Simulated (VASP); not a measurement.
# Be2H3 (R-3c) in VASP: further runs

Runs on Be2H3. Level: PBE. Tasks: relaxation of cell and atoms, single point.

Program: VASP 6.6.1. These are calculated values, not measurements. Logs are shortened: lines on timing, memory, paths and dates and some standing lists are left out, and cuts for length are marked.

### Step 1. The cell of the first run

It takes space group R-3c (No. 167, trigonal). Conventional cell: a = 4.418 Å, b = 4.418 Å, c = 12.062 Å, α = 90.00°, β = 90.00°, γ = 120.00°. Be (site symmetry 3) has 6 H at 1.72 to 1.83 Å within 2.3 Å. H (site symmetry 2) has 4 Be at 1.72 to 1.83 Å and 12 H at 2.34 to 2.66 Å within 2.7 Å.

### Step 2. Relaxation of cell and atoms, PBE

Contents of INCAR:

```
PREC = Accurate
ENCUT = 600
EDIFF = 1E-7
ISMEAR = 0
SIGMA = 0.1
LREAL = False
LASPH = True
NELM = 100
ALGO = Normal
ISIF = 3
LWAVE = False
LCHARG = False
GGA = PE
IBRION = 2
NSW = 90
EDIFFG = -0.04
```

Contents of KPOINTS:

```
Automatic mesh
0
Gamma
  6 6 6
```

Contents of POSCAR:

```
Be2H3
1.0
    2.2088922884      1.2753045573      4.0205156756
   -2.2088922884      1.2753045573      4.0205156756
    0.0000000000     -2.5506091147      4.0205156756
Be H
4 6
Direct
    0.8521800000      0.8521800000      0.8521800000
    0.6478200000      0.6478200000      0.6478200000
    0.1478200000      0.1478200000      0.1478200000
    0.3521800000      0.3521800000      0.3521800000
    0.0562500000      0.4437500000      0.7500000000
    0.7500000000      0.0562500000      0.4437500000
    0.4437500000      0.7500000000      0.0562500000
    0.9437500000      0.5562500000      0.2500000000
    0.2500000000      0.9437500000      0.5562500000
    0.5562500000      0.2500000000      0.9437500000
```

Potentials or basis: VASP PAW PBE potentials, release 64 (Be, H).

The run is started by

```sh
$ cat potpaw_PBE.64/Be/POTCAR potpaw_PBE.64/H/POTCAR > POTCAR
$ mpirun -np 1 vasp_std > vasp.out
```

OUTCAR:

```text
PREC = Accurate
   ENCUT = 600
   EDIFF = 1E-7
   ISMEAR = 0
   LREAL = False
   LASPH = True
   NELM = 100
   ISIF = 3
   GGA = PE
   IBRION = 2
   NSW = 90
   EDIFFG = -0.04

 ion  position               nearest neighbor table
   1  0.852  0.852  0.852-
   2  0.648  0.648  0.648-
   3  0.148  0.148  0.148-
   4  0.352  0.352  0.352-
   5  0.056  0.444  0.750-
   6  0.750  0.056  0.444-
   7  0.444  0.750  0.056-
   8  0.944  0.556  0.250-
   9  0.250  0.944  0.556-
  10  0.556  0.250  0.944-

  LATTYP: Found a trigonal (rhomboedric) cell.
 ALAT       =     4.7613184260
 COS(alpha) =     0.5695481095

  Lattice vectors:

 A1 = (   2.2088922884,   1.2753045573,   4.0205156756)
 A2 = (  -2.2088922884,   1.2753045573,   4.0205156756)
 A3 = (   0.0000000000,  -2.5506091147,   4.0205156756)

Analysis of symmetry for initial positions (statically):
=====================================================================
 Subroutine PRICEL returns:
 Original cell was already a primitive cell.

 Routine SETGRP: Setting up the symmetry group for a
 trigonal (rhombohedral) supercell.

 Subroutine GETGRP returns: Found 12 space group operations
 (whereof  6 operations were pure point group operations)
 out of a pool of 12 trial point group operations.

The static configuration has the point symmetry S_6 .
 The point group associated with its full space group is D_3d.

Analysis of symmetry for dynamics (positions and initial velocities):
=====================================================================
 Subroutine PRICEL returns:
 Original cell was already a primitive cell.

 Routine SETGRP: Setting up the symmetry group for a
 trigonal (rhombohedral) supercell.

 Subroutine GETGRP returns: Found 12 space group operations
 (whereof  6 operations were pure point group operations)
 out of a pool of 12 trial point group operations.

The dynamic configuration has the point symmetry S_6 .
 The point group associated with its full space group is D_3d.

 Subroutine INISYM returns: Found 12 space group operations
 (whereof  6 operations are pure point group operations),
 and found     1 'primitive' translations

----------------------------------------------------------------------------------------

                                     Primitive cell

  volume of cell :      67.9550

  direct lattice vectors                    reciprocal lattice vectors
     2.208892288  1.275304557  4.020515676     0.226357801  0.130687737  0.082908104
    -2.208892288  1.275304557  4.020515676    -0.226357801  0.130687737  0.082908104
     0.000000000 -2.550609115  4.020515676     0.000000000 -0.261375474  0.082908104

  length of vectors
     4.761318426  4.761318426  4.761318426     0.274209577  0.274209577  0.274209577

  position of ions in fractional coordinates (direct lattice)
     0.852180000  0.852180000  0.852180000
     0.647820000  0.647820000  0.647820000
     0.147820000  0.147820000  0.147820000
     0.352180000  0.352180000  0.352180000
     0.056250000  0.443750000  0.750000000
     0.750000000  0.056250000  0.443750000
     0.443750000  0.750000000  0.056250000
     0.943750000  0.556250000  0.250000000
     0.250000000  0.943750000  0.556250000
     0.556250000  0.250000000  0.943750000

  ion indices of the primitive-cell ions
   primitive index   ion index
                 1           1
                 2           2
                 3           3
                 4           4
                 5           5
                 6           6
                 7           7
                 8           8
                 9           9
                10          10

----------------------------------------------------------------------------------------

 KPOINTS: Automatic mesh

Automatic generation of k-mesh.
 Grid dimensions read from file:
 generate k-points for:    6    6    6

 Generating k-lattice:

  Cartesian coordinates                     Fractional coordinates (reciprocal lattice)
     0.037726300  0.021781290  0.013818017     0.166666667 -0.000000000 -0.000000000
    -0.037726300  0.021781290  0.013818017    -0.000000000  0.166666667 -0.000000000
     0.000000000 -0.043562579  0.013818017    -0.000000000 -0.000000000  0.166666667

  Length of vectors
     0.045701596  0.045701596  0.045701596

  Shift w.r.t. Gamma in fractional coordinates (k-lattice)
     0.000000000  0.000000000  0.000000000

 Subroutine IBZKPT returns following result:
 ===========================================

 Found     32 irreducible k-points:

 Following reciprocal coordinates:
            Coordinates               Weight
  0.000000  0.000000  0.000000      1.000000
  0.166667  0.000000  0.000000      6.000000
  0.333333 -0.000000  0.000000      6.000000
  0.500000  0.000000  0.000000      3.000000
  0.166667  0.166667  0.000000      6.000000
  0.333333  0.166667  0.000000     12.000000
[... 16 lines left out ...]
  0.500000  0.500000  0.166667      6.000000
 -0.333333  0.500000  0.166667     12.000000
 [... further k-points ...]
   k-points           NKPTS =     32   k-points in BZ     NKDIM =     32   number of bands    NBANDS=     13
   number of dos      NEDOS =    301   number of ions     NIONS =     10
   total plane-waves  NPLWV =  64000
   dimension x,y,z NGX =    40 NGY =   40 NGZ =   40
   dimension x,y,z NGXF=    80 NGYF=   80 NGZF=   80
   ions per type =               4   6
   NGX,Y,Z   is equivalent  to a cutoff of  13.97, 13.97, 13.97 a.u.
   NGXF,Y,Z  is equivalent  to a cutoff of  27.93, 27.93, 27.93 a.u.
 SYSTEM =  unknown system
   PREC   = accura    normal or accurate (medium, high low for compatibility)
   ISTART =      0    job   : 0-new  1-cont  2-samecut
   ICHARG =      2    charge: 1-file 2-atom 10-const
   ISPIN  =      1    spin polarized calculation?
   LNONCOLLINEAR =      F non collinear calculations
   LSORBIT =      F    spin-orbit coupling
   LASPH  =      T    aspherical Exc in radial PAW
   ENCUT  =  600.0 eV  44.10 Ry    6.64 a.u.   9.51  9.51  9.51*2*pi/ulx,y,z
   NELM   =    100;   NELMIN=  2; NELMDL= -5     # of ELM steps
   EDIFF  = 0.1E-06   stopping-criterion for ELM
   LREAL  =      F    real-space projection
   EDIFFG = -.4E-01   stopping-criterion for IOM
   NSW    =     90    number of steps for IOM
   IBRION =      2    ionic relax: 0-MD 1-quasi-New 2-CG
   NFREE  =      1    steps in history (QN), initial steepest desc. (CG)
   ISIF   =      3    stress and relaxation
   ISYM   =      2    0-nonsym 1-usesym 2-fastsym
   POTIM  = 0.5000    time-step for ionic-motion
   TEBEG  =    0.0;   TEEND  =   0.0 temperature during run
   PSTRESS=    0.0 pullay stress
   NELECT =      14.0000    total number of electrons
   NUPDOWN=      -1.0000    fix difference up-down
   EMIN   =  10.00;   EMAX   =-10.00  energy-range for DOS
   EFERMI =   0.00;   METHOD = LEGACY
   ISMEAR =     0;   SIGMA  =   0.10  broadening in eV -4-tet -1-fermi 0-gaus
   EFERMI_NEDOS =   21; number of points for ismear=-14 and -15
   IALGO  =     38    algorithm
   IMIX   =      4    mixing-type and parameters
     AMIX     =   0.40;   BMIX     =  1.00
     AMIX_MAG =   1.60;   BMIX_MAG =  1.00
  volume/ion in A,a.u.               =       6.80        45.86
  Fermi-wavevector in a.u.,A,eV,Ry     =   0.966890  1.827157 12.719761  0.934876
  Thomas-Fermi vector in A             =   2.096730
   LORBIT       =      0    0 simple, 1 ext, 2 COOP (PROOUT), +10 PAW based schemes
   GGA     = PE    functional components
   LHFCALC =     F    Hartree Fock is set to
   AEXX    =    0.0000 exact exchange contribution
   IVDW    =     0    specifies the selected vdW correction
   LEPSILON=     F    determine dielectric tensor
   LRPA    =     F    only Hartree local field effects (RPA)
 conjugate gradient relaxation of ions
 non-spin polarized calculation
 Gauss-broadening in eV      SIGMA  =   0.10
  energy-cutoff  :      600.00
  volume of cell :       67.96
 maximum number of plane-waves:      2283
 NGX is ok and might be reduce to    40
   NGX = 19   NGY = 19   NGZ = 19

--------------------------------------- Ionic step        1  -------------------------------------------

 number of electron      14.0000000 magnetization

 Free energy of the ion-electron system (eV)
  ---------------------------------------------------
  ext. energy  EPLUGINS =         0.00000000
  ---------------------------------------------------
  free energy    TOTEN  =       -30.49782822 eV

  energy without entropy =      -30.48900652  energy(sigma->0) =      -30.49341737

 E-fermi :   4.4011     XC(G=0):  -9.4395

 val. band max:        4.3926049630   @ k =  -0.1667   0.1667   0.0000
 cond. band min:       4.5039939086   @ k =   0.3333   0.1667   0.0000
 fundamental gap:      0.1113889456
 Fermi energy:         4.4011363543

 k-point     1 :       0.0000    0.0000    0.0000
  band No.  band energies     occupation
      1      -8.0902      2.00000
      2      -2.6891      2.00000
      3      -1.4304      2.00000
      4      -1.4304      2.00000
      5       0.1503      2.00000
      6       0.1503      2.00000
      7       3.3162      2.00000
      8       4.1228      1.99992
      9       4.1228      1.99992
     10       4.9682      0.00000
     11       5.3437      0.00000
     12       6.1907      0.00000
     13       6.7207      0.00000
[... 354 lines left out ...]
  band No.  band energies     occupation
      1      -5.3167      2.00000
      2      -4.5166      2.00000
      3      -4.4781      2.00000
      4      -3.7067      2.00000
      5      -1.0227      2.00000
      6       0.1139      2.00000
      7       4.3915      1.10865
      8       5.4377      0.00000
      9       6.6842      0.00000
     10       7.3484      0.00000
     11       8.1208      0.00000
     12       8.6802      0.00000
     13       8.8041      0.00000

 [... further k-points ...]

------------------------ aborting loop because EDIFF is reached ----------------------------------------

  FORCE on cell =-STRESS in cart. coord.  units (eV):
  Direction    XX          YY          ZZ          XY          YZ          ZX
  --------------------------------------------------------------------------------------
  -------------------------------------------------------------------------------------
  Total       -5.0227897     -5.0227897     -2.4135687      0.0000000      0.0000000      0.0000000
  in kB     -118.4224695   -118.4224695    -56.9047855      0.0000000      0.0000000      0.0000000
  external PRESSURE =     -97.9165749 kB  Pullay stress =       0.0000000 kB
[... 113 lines left out ...]
  FREE ENERGIE OF THE ION-ELECTRON SYSTEM (eV)
  ---------------------------------------------------
  free  energy   TOTEN  =       -30.8599036529 eV

  energy  without entropy=      -30.8540993821  energy(sigma->0) =      -30.85700152

[... ionic steps 4 to 28 ...]

--------------------------------------- Ionic step       29  -------------------------------------------

 number of electron      13.9999999 magnetization

------------------------ aborting loop because EDIFF is reached ----------------------------------------
[... 83 lines left out ...]
--------------------------------------- Ionic step       31  -------------------------------------------

 number of electron      14.0000000 magnetization

 Free energy of the ion-electron system (eV)
  ---------------------------------------------------
  ext. energy  EPLUGINS =         0.00000000
  ---------------------------------------------------
  free energy    TOTEN  =       -31.72129678 eV

  energy without entropy =      -31.71469895  energy(sigma->0) =      -31.71799786

 E-fermi :   3.8448     XC(G=0):  -9.5656

 val. band max:        3.8178683941   @ k =  -0.3333   0.3333   0.3333
 cond. band min:       3.9277198822   @ k =   0.5000   0.5000   0.1667
 fundamental gap:      0.1098514881
 Fermi energy:         3.8448018147

 k-point     1 :       0.0000    0.0000    0.0000
  band No.  band energies     occupation
      1      -8.2650      2.00000
      2      -5.4047      2.00000
      3      -0.1448      2.00000
      4      -0.1448      2.00000
      5       0.3705      2.00000
      6       1.6377      2.00000
      7       1.6377      2.00000
      8       5.4285      0.00000
      9       5.4285      0.00000
     10       6.3198      0.00000
     11       7.8851      0.00000
     12       7.8851      0.00000
     13       8.1660      0.00000
[... 354 lines left out ...]
  band No.  band energies     occupation
      1      -5.4474      2.00000
      2      -4.9810      2.00000
      3      -4.0007      2.00000
      4      -2.8328      2.00000
      5      -1.6996      2.00000
      6       0.1593      2.00000
      7       4.1375      0.00003
      8       4.7241      0.00000
      9       5.6409      0.00000
     10       6.5995      0.00000
     11       7.9592      0.00000
     12       9.6564      0.00000
     13       9.9576      0.00000

 [... further k-points ...]

------------------------ aborting loop because EDIFF is reached ----------------------------------------

  FORCE on cell =-STRESS in cart. coord.  units (eV):
  Direction    XX          YY          ZZ          XY          YZ          ZX
  --------------------------------------------------------------------------------------
  -------------------------------------------------------------------------------------
  Total        0.0322462      0.0322462      0.1114370     -0.0000000     -0.0000000      0.0000000
  in kB        0.8186298      0.8186298      2.8290327     -0.0000000     -0.0000000      0.0000000
  external PRESSURE =       1.4887641 kB  Pullay stress =       0.0000000 kB
[... 25 lines left out ...]
  FREE ENERGIE OF THE ION-ELECTRON SYSTEM (eV)
  ---------------------------------------------------
  free  energy   TOTEN  =       -31.7212967768 eV

  energy  without entropy=      -31.7146989501  energy(sigma->0) =      -31.71799786

 reached required accuracy - stopping structural energy minimisation
```

It took 18 min on 1 thread of Oxide Virtual Turin-like, shared host; peak memory 0.22 GiB.

Results:

| Quantity | Value |
| --- | --- |
| Free energy | -31.7213 eV |
| Relaxed volume | 6.31 Å³/atom |
| Relaxed cell | a = 5.394 Å, b = 5.394 Å, c = 5.394 Å, α = 41.83°, β = 41.83°, γ = 41.83° |
| Space group after relaxing (to 0.1 Å) | R-3c (No. 167) |
| Energy gained by relaxing | 122.3 meV/atom |
| Ionic steps | 31 |
| Pressure after relaxing | 0.1 GPa |
| Largest force after relaxing | 0.006 eV/Å |
| Band gap on the k mesh | zero (bands 7 and 8 overlap by 1.72 eV) |

Forces in eV/Å, atoms in the order of the input:
```
Be   0.000  0.000 -0.002
Be   0.000  0.000  0.002
Be   0.000  0.000  0.002
Be   0.000  0.000 -0.002
H   -0.006  0.000  0.000
H    0.003 -0.006  0.000
H    0.003  0.006  0.000
H    0.006  0.000  0.000
H   -0.003  0.006  0.000
H   -0.003 -0.006  0.000
```

The path:
```tsv
step	energy change (eV)	largest force (eV/Å)	pressure (GPa)	volume (Å³)
1	0.0000	0.2119	-9.79	67.96
2	-0.2371	0.1785	-6.16	63.95
3	-0.3621	0.1327	-0.73	59.57
4	-0.3660	0.1213	0.69	58.62
5	-0.3660	0.1236	0.42	58.80
6	-0.3749	0.1118	0.32	58.91
7	-0.3906	0.0753	0.03	59.24
8	-0.3919	0.0566	-0.09	59.37
9	-0.3969	0.0513	0.11	59.37
10	-0.4149	0.0561	0.99	59.33
11	-0.4705	0.0748	2.55	59.22
12	-0.6544	0.3091	6.62	58.81
13	0.1140	3.7071	22.90	57.33
14	-0.6731	0.5691	8.84	58.65
15	-0.5745	1.8628	14.48	58.07
16	-0.6937	0.9461	10.60	58.47
17	-0.6875	1.1497	11.42	58.38
18	-0.6914	1.0711	11.10	58.41
19	-0.7350	0.9847	10.49	58.59
20	-0.8516	0.7425	8.72	59.14
21	-1.0242	0.3380	5.48	60.23
22	-1.1620	0.2034	0.09	62.41
23	-1.1627	0.2358	-0.29	62.60
24	-1.1685	0.2306	-0.26	62.59
25	-1.1832	0.2164	-0.16	62.56
26	-1.2018	0.1973	0.12	62.49
27	-1.2016	0.1636	0.84	62.33
28	-1.2085	0.1778	0.44	62.42
29	-1.2188	0.0834	0.57	62.58
30	-1.2222	0.0237	0.73	62.73
31	-1.2235	0.0064	0.15	63.11
```

Final structure:
```
CELL_PARAMETERS angstrom
1.92549 1.11168 4.91394
-1.92549 1.11168 4.91394
0.00000 -2.22336 4.91394
ATOMIC_POSITIONS crystal
Be 0.81952 0.81952 0.81952
Be 0.68048 0.68048 0.68048
Be 0.18048 0.18048 0.18048
Be 0.31952 0.31952 0.31952
H 0.06549 0.43451 0.75000
H 0.75000 0.06549 0.43451
H 0.43451 0.75000 0.06549
H 0.93451 0.56549 0.25000
H 0.25000 0.93451 0.56549
H 0.56549 0.25000 0.93451
```

### Step 3. Single point, PBE

This run uses another cell than the first one, of 6.36 Å³/atom.

Contents of INCAR:

```
SYSTEM = Be2H3
PREC = Accurate ; ENCUT = 520
EDIFF = 1E-6 ; ISMEAR = 0
SIGMA = 0.1 ; LREAL = .False.
LASPH = .True. ; NELM = 80
ALGO = Fast ; ISIF = 2
LWAVE = .False. ; LCHARG = .True.
GGA = PE ; LELF = .True.
LVHAR = .True. ; NBANDS = 18
```

Contents of KPOINTS:

```
Automatic mesh
0
Gamma
  12 12 12
  0 0 0
```

Contents of POSCAR:

```
Be2H3
1.0
    1.9242536207      1.1109683459      4.9600667463
   -1.9242536207      1.1109683459      4.9600667463
    0.0000000000     -2.2219366918      4.9600667463
Be H
4 6
Direct
    0.3182940470      0.3182940470      0.3182940470
    0.1817059530      0.1817059530      0.1817059530
    0.6817059530      0.6817059530      0.6817059530
    0.8182940470      0.8182940470      0.8182940470
    0.5647155569      0.9352844431      0.2500000000
    0.2500000000      0.5647155569      0.9352844431
    0.9352844431      0.2500000000      0.5647155569
    0.4352844431      0.0647155569      0.7500000000
    0.7500000000      0.4352844431      0.0647155569
    0.0647155569      0.7500000000      0.4352844431
```

Potentials or basis: VASP PAW PBE potentials, release 64 (Be, H).

The run is started by

```sh
$ cat potpaw_PBE.64/Be/POTCAR potpaw_PBE.64/H/POTCAR > POTCAR
$ mpirun -np 1 vasp_std > vasp.out
```

Run time: 7.8 min. Hardware: 1 thread of Oxide Virtual Turin-like, shared host; peak memory 0.31 GiB.

It converged, with:

| Quantity | Value |
| --- | --- |
| Free energy | -31.7239 eV |
| Pressure | -0.1 GPa |
| Largest force | 0.019 eV/Å |
| Band gap on the k mesh | zero (bands 7 and 8 overlap by 1.66 eV) |

Forces on the atoms (eV/Å):
```
Be   0.000  0.000  0.019
Be   0.000  0.000 -0.019
Be   0.000  0.000 -0.019
Be   0.000  0.000  0.019
H    0.008  0.000  0.000
H   -0.004  0.007  0.000
H   -0.004 -0.007  0.000
H   -0.008  0.000  0.000
H    0.004 -0.007  0.000
H    0.004  0.007  0.000
```

Stress tensor (GPa, compression positive):
```
-0.10  0.00  0.00
 0.00 -0.10  0.00
 0.00  0.00  0.01
```

Levels at points of the mesh, in eV from the Fermi level:
```tsv
k point	band 3	band 4	band 5	band 6	band 7	band 8	band 9	band 10	band 11	band 12
(0.00, 0.00, 0.00)	-3.96	-3.96	-3.57	-2.21	-2.21	1.65	1.65	2.35	4.06	4.06
(0.50, 0.00, 0.00)	-6.58	-6.58	-4.57	-4.57	-1.10	-1.10	2.02	2.02	7.14	7.14
(0.50, 0.50, 0.00)	-8.23	-6.82	-5.72	-2.73	0.01	0.77	1.38	2.57	2.65	6.61
(0.50, 0.50, 0.50)	-3.36	-3.36	-3.36	-3.36	-0.09	-0.09	4.14	4.14	4.14	4.14
```

The gap in the log of VASP goes by the Fermi energy; the results here count the filled bands.